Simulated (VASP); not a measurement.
GaGe:

```
Ge Ga
1.0
     0.00000    2.85868    2.85868
     2.85868    0.00000    2.85868
     2.85868    2.85868    0.00000
Ge Ga
1 1
Direct
  0.00000 0.00000 0.00000
  0.25000 0.25000 0.25000
```

Program: VASP 6.6.1. Alike in all runs: task single point; potentials or basis VASP PAW PBE potentials, release 64 (Ge_d, Ga_d); no spin polarisation; cell as given; cutoff (eV) 520; smearing fermi-dirac 0.05 eV. Hardware: 1 thread of Intel(R) Xeon(R) 6975P-C (Granite Rapids) (shared host).

Task: Order these runs on this cell by their wall time, lowest first.
A. level PBE0; k mesh 4 × 4 × 4; grid for exact exchange (PRECFOCK) Normal
B. level PBEsol; k mesh 8 × 8 × 8
C. level r2SCAN; k mesh 8 × 8 × 8

Result: B (11 s), C (55 s), A (490 s).

Caveats: some runs use coarse meshes.
